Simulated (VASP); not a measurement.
Input of a VASP 6.6.1 run:

INCAR

```
  PREC = Accurate
  ENCUT = 520
  EDIFF = 1E-6
  ISMEAR = 0
  SIGMA = 0.15
  LREAL = False
  LASPH = True
  NELM = 150
  ALGO = Normal
  ISIF = 2
  LWAVE = False
  LCHARG = False
  ISPIN = 2
  MAGMOM = 0.5 0.5 0.5 0
  LORBIT = 11
  NUPDOWN = 1.5
  LMAXMIX = 4
  GGA = PS
  NBANDS = 32
```

File KPOINTS:

```
Automatic mesh
0
Gamma
  12 12 12
```

The input POSCAR:

```
Ti3Al
1.0
    0.0000000000      3.2562326158      3.2562326158
    3.2562326158      0.0000000000      3.2562326158
    3.2562326158      3.2562326158      0.0000000000
Ti Al
3 1
Direct
    0.7500000000      0.7500000000      0.7500000000
    0.2500000000      0.2500000000      0.2500000000
    0.0000000000      0.0000000000      0.0000000000
    0.5000000000      0.5000000000      0.5000000000
```

Potentials or basis: VASP PAW PBE potentials, release 64 (Ti_sv, Al).

Run with:

```console
$ cat potpaw_PBE.64/Ti_sv/POTCAR potpaw_PBE.64/Al/POTCAR > POTCAR
$ mpirun -np 1 vasp_std > vasp.out
```

(1) What does it give for the pressure?

Answers

(1) -6.5 GPa.

Caveat: the cell stands under tension; the PAW data sets were made with another functional, which shifts forces and pressure a little; the total moment is fixed, so each spin has its own Fermi level and the state may be an excited one.
